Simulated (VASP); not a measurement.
# Si4N in VASP: a series of runs

The runs below take Si4N through single point, with PBE+D3(BJ).

Everything below comes from runs of VASP 6.6.1. Logs are shortened: lines on timing, memory, paths and dates and some standing lists are left out, and cuts for length are marked.

## 1. The cell of the first run

The cell holds a slab with vacuum, 5 atoms: a = 3.833 Å, b = 3.833 Å, c = 21.103 Å, α = 90.00°, β = 90.00°, γ = 90.00°.

## 2. Single point, PBE+D3(BJ), collinear spin, ferromagnetic start

Contents of INCAR:

```
SYSTEM = Si4N
PREC = Accurate
ENCUT = 520
EDIFF = 1E-6
ISMEAR = 0
SIGMA = 0.05
LREAL = .FALSE.
LASPH = .TRUE.
NELM = 150
ALGO = Normal
ISIF = 2
LWAVE = .FALSE.
LCHARG = .FALSE.
ISPIN = 2
MAGMOM = 0 0 0 0 3
LORBIT = 11
LDIPOL = .TRUE.
IDIPOL = 3
DIPOL = 0.5 0.5 0.327
GGA = PE
IVDW = 12
NBANDS = 22
```

Contents of KPOINTS:

```
Automatic mesh
0
G
  7 7 1
  0 0 0
```

Contents of POSCAR:

```
Si4N
1.0
    3.8333442755      0.0000000000      0.0000000000
    0.0000000000      3.8333442755      0.0000000000
    0.0000000000      0.0000000000     21.1034818114
Si N
4 1
Direct
    0.0000000000      0.5000000000      0.1895421825
    0.0000000000      0.0000000000      0.2537634269
    0.5000000000      0.0000000000      0.3207061922
    0.5000000000      0.5000000000      0.3839879070
    0.6250000000      1.0000000000      0.4882361074
```

Potentials or basis: VASP PAW PBE potentials, release 64 (Si, N).

Launch:

```
$ cat potpaw_PBE.64/Si/POTCAR potpaw_PBE.64/N/POTCAR > POTCAR
$ mpirun -np 1 vasp_std > vasp.out
```

OUTCAR:

```text
SYSTEM = Si4N
   PREC = Accurate
   ENCUT = 520
   EDIFF = 1E-6
   ISMEAR = 0
   LREAL = .FALSE.
   LASPH = .TRUE.
   NELM = 150
   ISIF = 2
   ISPIN = 2
   LORBIT = 11
   GGA = PE
   IVDW = 12
 IVDW          = 12

 ion  position               nearest neighbor table
   1  0.000  0.500  0.190-   2 2.35   2 2.35
   2  0.000  0.000  0.254-   1 2.35   1 2.35   3 2.38   3 2.38
   3  0.500  0.000  0.321-   4 2.34   4 2.34   2 2.38   2 2.38
   4  0.500  0.500  0.384-   3 2.34   3 2.34
   5  0.625  0.000  0.488-

  LATTYP: Found a simple tetragonal cell.
 ALAT       =     3.8333442755
 C/A-ratio  =     5.5052404101

  Lattice vectors:

 A1 = (   3.8333442755,   0.0000000000,   0.0000000000)
 A2 = (   0.0000000000,   3.8333442755,   0.0000000000)
 A3 = (   0.0000000000,   0.0000000000,  21.1034818114)

Analysis of symmetry for initial positions (statically):
=====================================================================
 Subroutine PRICEL returns:
 Original cell was already a primitive cell.

 Routine SETGRP: Setting up the symmetry group for a
 simple tetragonal supercell.

 Subroutine GETGRP returns: Found  2 space group operations
 (whereof  2 operations were pure point group operations)
 out of a pool of 16 trial point group operations.

The static configuration has the point symmetry C_1h.

Analysis of symmetry for dynamics (positions and initial velocities):
=====================================================================
 Subroutine PRICEL returns:
 Original cell was already a primitive cell.

 Routine SETGRP: Setting up the symmetry group for a
 simple tetragonal supercell.

 Subroutine GETGRP returns: Found  2 space group operations
 (whereof  2 operations were pure point group operations)
 out of a pool of 16 trial point group operations.

The dynamic configuration has the point symmetry C_1h.

Analysis of structural, dynamic, and magnetic symmetry:
=====================================================================
 Subroutine PRICEL returns:
 Original cell was already a primitive cell.

 Routine SETGRP: Setting up the symmetry group for a
 simple tetragonal supercell.

 Subroutine GETGRP returns: Found  2 space group operations
 (whereof  2 operations were pure point group operations)
 out of a pool of 16 trial point group operations.

The overall configuration has the point symmetry C_1h.

 Subroutine INISYM returns: Found  2 space group operations
 (whereof  2 operations are pure point group operations),
 and found     1 'primitive' translations

----------------------------------------------------------------------------------------

                                     Primitive cell

  volume of cell :     310.1057

  direct lattice vectors                    reciprocal lattice vectors
     3.833344276  0.000000000  0.000000000     0.260868821  0.000000000  0.000000000
     0.000000000  3.833344276  0.000000000     0.000000000  0.260868821  0.000000000
     0.000000000  0.000000000 21.103481811     0.000000000  0.000000000  0.047385546

  length of vectors
     3.833344276  3.833344276 21.103481811     0.260868821  0.260868821  0.047385546

  position of ions in fractional coordinates (direct lattice)
     0.000000000  0.500000000  0.189542182
     0.000000000  0.000000000  0.253763427
     0.500000000  0.000000000  0.320706192
     0.500000000  0.500000000  0.383987907
     0.625000000  0.000000000  0.488236107

  ion indices of the primitive-cell ions
   primitive index   ion index
                 1           1
                 2           2
                 3           3
                 4           4
                 5           5

----------------------------------------------------------------------------------------

 KPOINTS: Automatic mesh

Automatic generation of k-mesh.
 Grid dimensions read from file:
 generate k-points for:    7    7    1

 Generating k-lattice:

  Cartesian coordinates                     Fractional coordinates (reciprocal lattice)
     0.037266974  0.000000000  0.000000000     0.142857143  0.000000000  0.000000000
     0.000000000  0.037266974  0.000000000     0.000000000  0.142857143  0.000000000
     0.000000000  0.000000000  0.047385546     0.000000000  0.000000000  1.000000000

  Length of vectors
     0.037266974  0.037266974  0.047385546

  Shift w.r.t. Gamma in fractional coordinates (k-lattice)
     0.000000000  0.000000000  0.000000000

 Subroutine IBZKPT returns following result:
 ===========================================

 Found     16 irreducible k-points:

 Following reciprocal coordinates:
            Coordinates               Weight
  0.000000  0.000000  0.000000      1.000000
  0.142857  0.000000  0.000000      2.000000
  0.000000  0.142857  0.000000      2.000000
  0.285714  0.000000  0.000000      2.000000
  0.000000  0.285714  0.000000      2.000000
  0.428571  0.000000  0.000000      2.000000
[... 8 lines left out ...]
 -0.285714  0.428571  0.000000      4.000000
  0.428571  0.428571  0.000000      4.000000
   k-points           NKPTS =     16   k-points in BZ     NKDIM =     16   number of bands    NBANDS=     22
   number of dos      NEDOS =    301   number of ions     NIONS =      5
   total plane-waves  NPLWV = 144000
   dimension x,y,z NGX =    30 NGY =   30 NGZ =  160
   dimension x,y,z NGXF=    60 NGYF=   60 NGZF=  320
   ions per type =               4   1
   NGX,Y,Z   is equivalent  to a cutoff of  13.01, 13.01, 12.60 a.u.
   NGXF,Y,Z  is equivalent  to a cutoff of  26.02, 26.02, 25.21 a.u.
 SYSTEM =  Si4N
   PREC   = accura    normal or accurate (medium, high low for compatibility)
   ISTART =      0    job   : 0-new  1-cont  2-samecut
   ICHARG =      2    charge: 1-file 2-atom 10-const
   ISPIN  =      2    spin polarized calculation?
   LNONCOLLINEAR =      F non collinear calculations
   LSORBIT =      F    spin-orbit coupling
   LASPH  =      T    aspherical Exc in radial PAW
   ENCUT  =  520.0 eV  38.22 Ry    6.18 a.u.   7.13  7.13 39.24*2*pi/ulx,y,z
   NELM   =    150;   NELMIN=  2; NELMDL= -5     # of ELM steps
   EDIFF  = 0.1E-05   stopping-criterion for ELM
   LREAL  =      F    real-space projection
   EDIFFG = 0.1E-04   stopping-criterion for IOM
   NSW    =      0    number of steps for IOM
   IBRION =     -1    ionic relax: 0-MD 1-quasi-New 2-CG
   NFREE  =      0    steps in history (QN), initial steepest desc. (CG)
   ISIF   =      2    stress and relaxation
   ISYM   =      2    0-nonsym 1-usesym 2-fastsym
   POTIM  = 0.5000    time-step for ionic-motion
   TEBEG  =    0.0;   TEEND  =   0.0 temperature during run
   PSTRESS=    0.0 pullay stress
   NELECT =      21.0000    total number of electrons
   NUPDOWN=      -1.0000    fix difference up-down
   EMIN   =  10.00;   EMAX   =-10.00  energy-range for DOS
   EFERMI =   0.00;   METHOD = LEGACY
   ISMEAR =     0;   SIGMA  =   0.05  broadening in eV -4-tet -1-fermi 0-gaus
   EFERMI_NEDOS =   21; number of points for ismear=-14 and -15
   IALGO  =     38    algorithm
   IMIX   =      4    mixing-type and parameters
     AMIX     =   0.40;   BMIX     =  1.00
     AMIX_MAG =   1.60;   BMIX_MAG =  1.00
  volume/ion in A,a.u.               =      62.02       418.54
  Fermi-wavevector in a.u.,A,eV,Ry     =   0.667285  1.260986  6.058256  0.445269
  Thomas-Fermi vector in A             =   1.741845
   LORBIT       =     11    0 simple, 1 ext, 2 COOP (PROOUT), +10 PAW based schemes
   GGA     = PE    functional components
   LHFCALC =     F    Hartree Fock is set to
   AEXX    =    0.0000 exact exchange contribution
   IVDW    =    12    specifies the selected vdW correction
   LEPSILON=     F    determine dielectric tensor
   LRPA    =     F    only Hartree local field effects (RPA)
 spin polarized calculation
 Gauss-broadening in eV      SIGMA  =   0.05
  energy-cutoff  :      520.00
  volume of cell :      310.11
 maximum number of plane-waves:      8388
 NGX is ok and might be reduce to    30
   NGX = 15   NGY = 15   NGZ = 79

 dipolmoment           0.000000      0.000000     -0.018362 electrons x Angstroem

 number of electron      21.0000000 magnetization       2.3390252

 dipolmoment           0.000000      0.000000      0.050052 electrons x Angstroem

 Free energy of the ion-electron system (eV)
  ---------------------------------------------------
  ext. energy  EPLUGINS =         0.00000000
  ---------------------------------------------------
  free energy    TOTEN  =       -21.55312323 eV

  energy without entropy =      -21.55058245  energy(sigma->0) =      -21.55185284

 E-fermi :  -2.3447     XC(G=0):  -3.7783

 val. band max:       -2.3637820050   @ k =   0.2857   0.2857   0.0000
 cond. band min:      -2.3152556635   @ k =   0.0000   0.2857   0.0000
 fundamental gap:      0.0485263415
 Fermi energy:        -2.3446783563

 spin component 1

 k-point     1 :       0.0000    0.0000    0.0000
  band No.  band energies     occupation
      1     -16.4745      1.00000
      2     -13.3535      1.00000
      3     -11.1831      1.00000
      4      -7.8920      1.00000
      5      -5.1182      1.00000
      6      -4.7352      1.00000
[... 14 lines left out ...]
     21       3.6950      0.00000
     22       3.9728      0.00000

 k-point     2 :       0.1429    0.0000    0.0000
  band No.  band energies     occupation
      1     -16.4610      1.00000
      2     -13.1925      1.00000
      3     -11.1337      1.00000
      4      -7.8021      1.00000
      5      -5.5271      1.00000
      6      -4.9230      1.00000
[... 14 lines left out ...]
     21       3.9573      0.00000
     22       4.4742      0.00000
[... 308 lines left out ...]
      6      -5.6546      1.00000
[... 14 lines left out ...]
     21       4.8546      0.00000
     22       5.3078      0.00000

 k-point    16 :       0.4286    0.4286    0.0000
  band No.  band energies     occupation
      1     -16.3257      1.00000
      2     -10.6163      1.00000
      3      -9.7840      1.00000
      4      -9.0037      1.00000
      5      -8.5536      1.00000
      6      -5.8403      1.00000
[... 14 lines left out ...]
     21       5.2868      0.00000
     22       6.0727      0.00000
 Fermi energy:        -2.3446783563

 spin component 2

 k-point     1 :       0.0000    0.0000    0.0000
  band No.  band energies     occupation
      1     -13.4470      1.00000
      2     -12.6302      1.00000
      3     -11.1586      1.00000
      4      -7.8908      1.00000
      5      -4.4759      1.00000
      6      -4.2072      1.00000
[... 14 lines left out ...]
     21       3.6922      0.00000
     22       4.1116      0.00000

 k-point     2 :       0.1429    0.0000    0.0000
  band No.  band energies     occupation
      1     -13.2985      1.00000
      2     -12.5924      1.00000
      3     -11.1150      1.00000
      4      -7.8014      1.00000
      5      -5.4550      1.00000
      6      -4.3639      1.00000
[... 14 lines left out ...]
     21       4.1105      0.00000
     22       4.4406      0.00000
[... 323 lines left out ...]
     21       4.9732      0.00000
     22       5.3700      0.00000

 k-point    16 :       0.4286    0.4286    0.0000
  band No.  band energies     occupation
      1     -12.3857      1.00000
      2     -10.6272      1.00000
      3      -9.8214      1.00000
      4      -9.1070      1.00000
      5      -8.5780      1.00000
      6      -5.6666      1.00000
[... 14 lines left out ...]
     21       5.3558      0.00000
     22       6.1303      0.00000

------------------------ aborting loop because EDIFF is reached ----------------------------------------

 vacuum level on the upper side and lower side of the slab       (xc-potential included)         0.302        -0.298

 Edisp (eV)   -1.02822

 E8    (eV) :    -0.4351

  FORCE on cell =-STRESS in cart. coord.  units (eV):
  Direction    XX          YY          ZZ          XY          YZ          ZX
  --------------------------------------------------------------------------------------
  -------------------------------------------------------------------------------------
  Total      -4.11729    -2.13064    -2.26009     0.00000     0.00000    -0.42593
  in kB     -21.27220   -11.00804   -11.67687     0.00000     0.00000    -2.20061
  external pressure =      -14.65 kB  Pullay stress =        0.00 kB

 VOLUME and BASIS-vectors are now :
 -----------------------------------------------------------------------------
  energy-cutoff  :      520.00
  volume of cell :      310.11
      direct lattice vectors                 reciprocal lattice vectors
     3.833344276  0.000000000  0.000000000     0.260868821  0.000000000  0.000000000
     0.000000000  3.833344276  0.000000000     0.000000000  0.260868821  0.000000000
     0.000000000  0.000000000 21.103481811     0.000000000  0.000000000  0.047385546

 POSITION                                       TOTAL-FORCE (eV/Angst)
 -----------------------------------------------------------------------------------
      0.00000      1.91667      4.00000         0.007166      0.000000      0.024219
      0.00000      0.00000      5.35529         0.020563      0.000000      0.093704
      1.91667      0.00000      6.76802         0.030996      0.000000      0.116971
      1.91667      1.91667      8.10348         0.077029      0.000000      0.545760
      2.39584      0.00000     10.30348        -0.135755      0.000000     -0.780654
 -----------------------------------------------------------------------------------
    total drift:                               -0.000041      0.000000      0.000326

  FREE ENERGIE OF THE ION-ELECTRON SYSTEM (eV)
  ---------------------------------------------------
  free  energy   TOTEN  =       -22.5813442064 eV

  energy  without entropy=      -22.5788034199  energy(sigma->0) =      -22.58007381

 vacuum level on the upper side and lower side of the slab         3.544         2.909

 total charge

# of ion       s       p       d       tot
------------------------------------------
    1        0.866   0.721   0.000   1.587
    2        0.775   0.895   0.000   1.670
    3        0.777   0.888   0.000   1.665
    4        0.845   0.714   0.000   1.559
    5        1.364   1.914   0.000   3.278
--------------------------------------------------
tot          4.626   5.133   0.000   9.759

 magnetization (x)

# of ion       s       p       d       tot
------------------------------------------
    1        0.001   0.004   0.000   0.005
    2       -0.001  -0.012   0.000  -0.012
    3        0.008  -0.001   0.000   0.007
    4       -0.004  -0.096   0.000  -0.100
    5        0.034   1.690   0.000   1.724
--------------------------------------------------
tot          0.038   1.585   0.000   1.623
```

Run time: 8.4 min. Hardware: 1 thread of Intel Xeon 8259CL, shared host; peak memory 0.57 GiB.

What came out:

| Property | Result |
| --- | --- |
| Free energy | -22.5813 eV |
| Largest force | 0.792 eV/Å |
| Net moment | 2.34 μB per cell |
| Site moments | Si +0.01, -0.01, -0.10 (each value once); N +1.72 μB |
| Valence electrons inside the program's atomic spheres | Si 1.59, 1.67, 1.56 (each value once); N 3.28 |
| Dispersion energy per atom | -0.206 eV |

Forces on the atoms (eV/Å):
```
Si   0.007  0.000  0.024
Si   0.021  0.000  0.094
Si   0.031  0.000  0.117
Si   0.077  0.000  0.546
N   -0.136  0.000 -0.781
```

Levels at points of the mesh, in eV from the Fermi level:
Spin up:
```csv
k point,band 8,band 9,band 10,band 11,band 12,band 13,band 14,band 15
"(0.00, 0.00, 0.00)",-1.96,-1.82,-1.24,-0.64,0.68,1.26,1.71,1.87
```
Spin down:
| k point | band 5 | band 6 | band 7 | band 8 | band 9 | band 10 | band 11 | band 12 | band 13 | band 14 |
| --- | --- | --- | --- | --- | --- | --- | --- | --- | --- | --- |
| (0.00, 0.00, 0.00) | -2.13 | -1.86 | -1.83 | -0.75 | 0.05 | 1.04 | 1.23 | 1.45 | 1.64 | 1.80 |

## 3. Single point, PBE+D3(BJ), collinear spin, ferromagnetic start

Contents of INCAR:

```
SYSTEM = Si4N
PREC = Accurate ; ENCUT = 520
EDIFF = 1E-6 ; ISMEAR = 0
SIGMA = 0.05 ; LREAL = .False.
LASPH = .True. ; NELM = 150
ALGO = Normal ; ISIF = 2
LWAVE = .False. ; LCHARG = .False.
ISPIN = 2 ; MAGMOM = 0 0 0 0 3
LORBIT = 11 ; LDIPOL = .True.
IDIPOL = 3 ; DIPOL = 0.5 0.5 0.327
GGA = PE ; IVDW = 12
NBANDS = 22
```

Contents of KPOINTS:

```
regular mesh
0
Gamma
  7 7 1
  0 0 0
```

Changes to POSCAR since step 2:

```diff
@@ -12,2 +12,2 @@
     0.5000000000      0.5000000000      0.3839879070
-    0.6250000000      1.0000000000      0.4882361074
+    1.0000000000      0.6250000000      0.4882361074
```

Potentials or basis: VASP PAW PBE potentials, release 64 (Si, N).

Launch:

```
$ cat potpaw_PBE.64/Si/POTCAR potpaw_PBE.64/N/POTCAR > POTCAR
$ mpirun -np 1 vasp_std > vasp.out
```

It took 7.9 min on 1 thread of Intel Xeon 8259CL, shared host; peak memory 0.57 GiB.

Results (log left out):

```yaml
Free_energy: -22.7590 eV
Largest_force: 1.334 eV/Å
Net_moment: 1.94 μB per cell
Site_moments: Si +0.01, -0.02, -0.01, -0.17; N +1.62 μB
Valence_electrons_inside_the_program's_atomic_spheres: Si 1.59, 1.67, 1.55 (each value once); N 3.27
Dispersion_energy_per_atom: -0.206 eV
```

Forces on the atoms (eV/Å):
```
Si   0.000  0.030  0.005
Si   0.000  0.020  0.177
Si   0.000 -0.084  0.089
Si   0.000  0.327  1.031
N    0.000 -0.293 -1.302
```

Levels at points of the mesh, in eV from the Fermi level:
Spin up:
| k point | band 8 | band 9 | band 10 | band 11 | band 12 | band 13 | band 14 | band 15 |
| --- | --- | --- | --- | --- | --- | --- | --- | --- |
| (0.00, 0.00, 0.00) | -1.98 | -1.73 | -1.00 | -0.61 | 0.81 | 1.38 | 1.76 | 2.01 |
Spin down:
```tsv
k point	band 5	band 6	band 7	band 8	band 9	band 10	band 11	band 12	band 13	band 14
(0.00, 0.00, 0.00)	-2.13	-1.86	-1.84	-0.71	0.08	0.76	1.38	1.65	1.68	1.84
```

(Continued in part 2 of 2.)
